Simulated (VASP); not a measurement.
# Sr (I4/mcm) in VASP: a series of runs, part 2 of 2

VASP 6.6.1.

## Step 3: Single point, PBE (strained)

INCAR reads:

```
SYSTEM = Sr
PREC = Accurate ; ENCUT = 520
EDIFF = 1E-7 ; ISMEAR = 0
SIGMA = 0.1 ; LREAL = .FALSE.
LASPH = .TRUE. ; NELM = 100
ALGO = Fast ; ISIF = 2
LWAVE = .FALSE. ; LCHARG = .FALSE.
GGA = PE ; NBANDS = 28
```

KPOINTS reads:

```
regular mesh
0
G
  8 8 8
  0 0 0
```

POSCAR reads:

```
Sr
1.0
   -3.9745326341      3.9745326341      3.7404807181
    3.9745326341     -3.9745326341      3.7404807181
    3.9745326341      3.9745326341     -3.7404807181
Sr
4
Direct
    0.1773024228      0.6773024228      0.8546048356
    0.8226975772      0.3226975772      0.1453951644
    0.6773024228      0.8226975772      0.5000000000
    0.3226975772      0.1773024228      0.5000000000
```

Potentials or basis: VASP PAW PBE potentials, release 64 (Sr_sv).

On the command line:

```
$ cat potpaw_PBE.64/Sr_sv/POTCAR > POTCAR
$ mpirun -np 1 vasp_std > vasp.out
```

OUTCAR:

```text
SYSTEM = Sr
   PREC = Accurate
   ENCUT = 520
   EDIFF = 1E-7
   ISMEAR = 0
   LREAL = .FALSE.
   LASPH = .TRUE.
   NELM = 100
   ISIF = 2
   GGA = PE

 ion  position               nearest neighbor table
   1  0.177  0.677  0.855-   2 3.99   2 4.08   2 4.08   4 4.14   3 4.14   3 4.14   4 4.14   4 4.68
                             3 4.68   3 4.68   4 4.68
   2  0.823  0.323  0.145-   1 3.99   1 4.08   1 4.08   4 4.14   3 4.14   4 4.14   3 4.14   3 4.68
                             4 4.68   4 4.68   3 4.68
   3  0.677  0.823  0.500-   4 3.99   4 4.08   4 4.08   2 4.14   1 4.14   2 4.14   1 4.14   1 4.68
                             2 4.68   1 4.68   2 4.68
   4  0.323  0.177  0.500-   3 3.99   3 4.08   3 4.08   2 4.14   1 4.14   2 4.14   1 4.14   1 4.68
                             2 4.68   1 4.68   2 4.68

  LATTYP: Found a body centered tetragonal cell.
 ALAT       =     7.9490652682
 C/A-ratio  =     0.9411120910

  Lattice vectors:

 A1 = (  -3.9745326341,   3.9745326341,   3.7404807181)
 A2 = (   3.9745326341,  -3.9745326341,   3.7404807181)
 A3 = (   3.9745326341,   3.9745326341,  -3.7404807181)

Analysis of symmetry for initial positions (statically):
=====================================================================
 Subroutine PRICEL returns:
 Original cell was already a primitive cell.

 Routine SETGRP: Setting up the symmetry group for a
 body centered tetragonal supercell.

 Subroutine GETGRP returns: Found 16 space group operations
 (whereof  8 operations were pure point group operations)
 out of a pool of 16 trial point group operations.

The static configuration has the point symmetry C_4h.
 The point group associated with its full space group is D_4h.

Analysis of symmetry for dynamics (positions and initial velocities):
=====================================================================
 Subroutine PRICEL returns:
 Original cell was already a primitive cell.

 Routine SETGRP: Setting up the symmetry group for a
[... 131 lines left out ...]
     AMIX_MAG =   1.60;   BMIX_MAG =  1.00
  volume/ion in A,a.u.               =      59.09       398.75
  Fermi-wavevector in a.u.,A,eV,Ry     =   0.905541  1.711225 11.156849  0.820005
  Thomas-Fermi vector in A             =   2.029121
   LORBIT       =      0    0 simple, 1 ext, 2 COOP (PROOUT), +10 PAW based schemes
   GGA     = PE    functional components
   LHFCALC =     F    Hartree Fock is set to
   AEXX    =    0.0000 exact exchange contribution
   IVDW    =     0    specifies the selected vdW correction
   LEPSILON=     F    determine dielectric tensor
   LRPA    =     F    only Hartree local field effects (RPA)
 non-spin polarized calculation
 RMM-DIIS sequential band-by-band and
 Gauss-broadening in eV      SIGMA  =   0.10
  energy-cutoff  :      520.00
  volume of cell :      236.35
 maximum number of plane-waves:      6399
   NGX = 25   NGY = 25   NGZ = 25

 number of electron      40.0000000 magnetization

 Free energy of the ion-electron system (eV)
  ---------------------------------------------------
  ext. energy  EPLUGINS =         0.00000000
  ---------------------------------------------------
  free energy    TOTEN  =        -5.93649027 eV

  energy without entropy =       -5.91553365  energy(sigma->0) =       -5.92601196

 E-fermi :   1.2366     XC(G=0):  -7.1123

 val. band max:        1.2091885905   @ k =  -0.2500   0.1250   0.0000
 cond. band min:       1.2446122127   @ k =  -0.1250   0.1250   0.1250
 fundamental gap:      0.0354236223
 Fermi energy:         1.2365507766

 k-point     1 :       0.0000    0.0000    0.0000
  band No.  band energies     occupation
      1     -35.4706      2.00000
      2     -35.4542      2.00000
      3     -35.4483      2.00000
      4     -35.4483      2.00000
      5     -17.5532      2.00000
      6     -17.5007      2.00000
[... 733 lines left out ...]
     27       2.9554      0.00000
     28       2.9589      0.00000

 [... further k-points ...]

------------------------ aborting loop because EDIFF is reached ----------------------------------------

  FORCE on cell =-STRESS in cart. coord.  units (eV):
  Direction    XX          YY          ZZ          XY          YZ          ZX
  --------------------------------------------------------------------------------------
  -------------------------------------------------------------------------------------
  Total        0.4078364      0.4078364     -1.3951156      0.0000000      0.0000000      0.0000000
  in kB        2.7646297      2.7646297     -9.4571710      0.0000000      0.0000000      0.0000000
  external PRESSURE =      -1.3093039 kB  Pullay stress =       0.0000000 kB

 VOLUME and BASIS-vectors are now :
 -----------------------------------------------------------------------------
  energy-cutoff  :      520.00
  volume of cell :      236.35
      direct lattice vectors                 reciprocal lattice vectors
    -3.974532634  3.974532634  3.740480718     0.000000000  0.125800955  0.133672658
     3.974532634 -3.974532634  3.740480718     0.125800955  0.000000000  0.133672658
     3.974532634  3.974532634 -3.740480718     0.125800955  0.125800955  0.000000000

 POSITION                                       TOTAL-FORCE (eV/Angst)
 -----------------------------------------------------------------------------------
      5.38392      1.40939      0.00000        -0.065781     -0.065781     -0.000000
     -1.40939      2.56514      3.74048         0.065781      0.065781      0.000000
      2.56514      1.40939      3.74048         0.065781     -0.065781      0.000000
      1.40939      2.56514      0.00000        -0.065781      0.065781      0.000000
 -----------------------------------------------------------------------------------
    total drift:                               -0.000017      0.000005      0.000030

  FREE ENERGIE OF THE ION-ELECTRON SYSTEM (eV)
  ---------------------------------------------------
  free  energy   TOTEN  =        -5.9364902653 eV

  energy  without entropy=       -5.9155336478  energy(sigma->0) =       -5.92601196
```

Wall time 9.2 min (1 thread of Intel Xeon Platinum 8488C (Sapphire Rapids), shared host); peak memory 0.52 GiB.

What came out:

- Free energy: -5.9365 eV
- Pressure: -0.1 GPa
- Largest force: 0.093 eV/Å
- Band gap on the k mesh: zero (bands 20 and 21 overlap by 0.46 eV)

Forces on the atoms (eV/Å):
```
Sr  -0.066 -0.066  0.000
Sr   0.066  0.066  0.000
Sr   0.066 -0.066  0.000
Sr  -0.066  0.066  0.000
```

Levels at points of the mesh, in eV from the Fermi level:
```csv
k point,band 17,band 18,band 19,band 20,band 21,band 22,band 23,band 24
"(0.00, 0.00, 0.00)",-3.44,-0.17,0.08,0.12,0.39,0.39,0.70,1.19
"(0.50, 0.00, 0.00)",-1.96,-1.96,-0.40,-0.40,0.42,0.42,0.82,0.82
"(0.50, 0.50, 0.00)",-2.24,-1.80,-0.09,0.02,0.04,0.36,0.43,0.77
"(0.50, 0.50, 0.50)",-1.24,-1.24,-1.22,-0.74,-0.29,-0.11,1.14,1.14
```

Caveat: the cell differs from its parent crystal (strained).

## Step 4: Single point, PBE (strained)

INCAR reads:

```
SYSTEM = Sr
PREC = Accurate ; ENCUT = 520
EDIFF = 1E-6 ; ISMEAR = 0
SIGMA = 0.1 ; LREAL = .False.
LASPH = .True. ; NELM = 80
ALGO = Fast ; ISIF = 2
LWAVE = .False. ; LCHARG = .False.
GGA = PE ; NBANDS = 28
```

KPOINTS reads:

```
regular mesh
0
Gamma
  8 8 8
  0 0 0
```

POSCAR reads:

```
Sr
1.0
   -4.1525582285      4.1525582285      3.6253433306
    4.1525582285     -4.1525582285      3.6253433306
    4.1525582285      4.1525582285     -3.6253433306
Sr
4
Direct
    0.1594483589      0.6594483589      0.8188967078
    0.8405516411      0.3405516411      0.1811032922
    0.6594483589      0.8405516411      0.5000000000
    0.3405516411      0.1594483589      0.5000000000
```

On the command line:

```
$ cat potpaw_PBE.64/Sr_sv/POTCAR > POTCAR
$ mpirun -np 1 vasp_std > vasp.out
```

Run time: 9 min. Hardware: 1 thread of Intel Xeon Platinum 8488C (Sapphire Rapids), shared host; peak memory 0.58 GiB.

It converged, with:

* Free energy: -5.9012 eV
* Pressure: -0.2 GPa
* Largest force: 0.346 eV/Å
* Band gap on the k mesh: zero (bands 20 and 21 overlap by 0.56 eV)

Forces on the atoms (eV/Å):
```
Sr   0.244  0.244  0.000
Sr  -0.244 -0.244  0.000
Sr  -0.244  0.244  0.000
Sr   0.244 -0.244  0.000
```

Stress tensor (GPa, compression positive):
```
 0.01  0.00  0.00
 0.00  0.01  0.00
 0.00  0.00 -0.76
```

Levels at points of the mesh, in eV from the Fermi level:
| k point | band 17 | band 18 | band 19 | band 20 | band 21 | band 22 | band 23 | band 24 |
| --- | --- | --- | --- | --- | --- | --- | --- | --- |
| (0.00, 0.00, 0.00) | -3.43 | -0.14 | 0.20 | 0.20 | 0.24 | 0.32 | 0.38 | 0.97 |
| (0.50, 0.00, 0.00) | -1.97 | -1.97 | -0.50 | -0.50 | 0.24 | 0.24 | 0.79 | 0.79 |
| (0.50, 0.50, 0.00) | -2.43 | -1.82 | -0.19 | 0.03 | 0.13 | 0.14 | 0.33 | 1.02 |
| (0.50, 0.50, 0.50) | -1.34 | -1.34 | -1.15 | -1.07 | -0.36 | -0.01 | 0.98 | 1.26 |

Caveat: the cell differs from its parent crystal (strained).

## Step 5: Summary

```tsv
cell	further INCAR settings	gap on the mesh (eV)	pressure (GPa)	largest force (eV/Å)
a = 6.628 Å, angles 106.4, 106.4, 115.8°, 4 atoms, atomic positions A	ALGO = Fast; EDIFF = 1e-06; NBANDS = 28	none	1.0	0.53
a = 6.752 Å, angles 107.9, 107.9, 112.7°, 4 atoms, atomic positions B	ALGO = Fast; EDIFF = 1e-07; NBANDS = 28	none	-0.1	0.09
a = 6.901 Å, angles 106.0, 106.0, 116.6°, 4 atoms, atomic positions A	ALGO = Fast; EDIFF = 1e-06; NBANDS = 28	none	-0.2	0.35
```

Alike in all rows: task single point; level PBE; potentials or basis VASP PAW PBE potentials, release 64 (Sr_sv); no spin polarisation; k mesh 8 × 8 × 8; cutoff (eV) 520; smearing gaussian 0.1 eV.

Absolute energies hang on the potentials; compare differences alone.

The gap in the log of VASP goes by the Fermi energy; the results here count the filled bands.